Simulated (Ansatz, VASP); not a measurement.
# One calculation of AlNi, two programs

```
Al Ni
1.0
     5.17097    0.00000    0.00000
    -2.58548    4.47819    0.00000
     0.00000    0.00000    3.90437
Al Ni
3 3
Direct
  0.50000 0.00000 0.00000
  0.50000 0.50000 0.00000
  0.00000 0.50000 0.00000
  0.00000 0.00000 0.00000
  0.33333 0.66667 0.50000
  0.66667 0.33333 0.50000
```

Alike in both runs: functional PBE; k mesh 9 × 9 × 10; occupations gaussian, width 0.1 eV; no spin polarisation.

Ansatz relaxed the structure, and its values are those at the end. VASP's run is a single point on that final structure, the one shown.

|  | VASP | Ansatz |
| --- | --- | --- |
| version | VASP 6.6.1 | Ansatz 0.2.0 |
| potentials or method | VASP PAW PBE potentials, release 64 (Al, Ni), cutoff 600 eV | scalar-relativistic, plane waves, PAW |
| valence electrons in the cell | 39 | 63 |

```tsv
	VASP	Ansatz	Ansatz less VASP
gap on the k mesh at the Fermi level (eV)	none	none	-
pressure (GPa)	0.0	0.0	-0.04
```

A gap of «none» marks a metal or a gap that the smearing closes. VASP's potentials hold 39 valence electrons a cell and Ansatz's 63, so a difference there can come from the potentials and not from the codes.
